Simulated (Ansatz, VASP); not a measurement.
AlTl in VASP and in Ansatz

```xyz
2
Lattice="0.0000 3.2023 3.2023 3.2023 0.0000 3.2023 3.2023 3.2023 0.0000" Properties=species:S:1:pos:R:3 pbc="T T T"
Al    0.0000    0.0000    0.0000
Tl    4.8035    4.8035    4.8035
```

Change from the starting cell: species swapped into the CdTe type (F-43m, No. 216).

Alike in both runs: functional PBE; k mesh 16 × 16 × 16; occupations gaussian, width 0.1 eV; no spin polarisation.

Ansatz relaxed the structure, and its values are those at the end. VASP's run is a single point on that final structure, the one shown.

```csv
,VASP,Ansatz
version,VASP 6.6.1,Ansatz 0.2.0
potentials or method,"VASP PAW PBE potentials, release 64 (Al, Tl_d), cutoff 520 eV","scalar-relativistic, plane waves, PAW"
valence electrons in the cell,16,16
```

Ansatz gave:

| Quantity | Value |
| --- | --- |
| gap on the k mesh at the Fermi level (eV) | none |
| pressure (GPa) | 0.0 |

What did VASP give for the same quantities?

gap on the k mesh at the Fermi level (eV): none; pressure (GPa): -0.1.

A gap of «none» marks a metal or a gap that the smearing closes.

Neither program's run includes spin-orbit coupling.
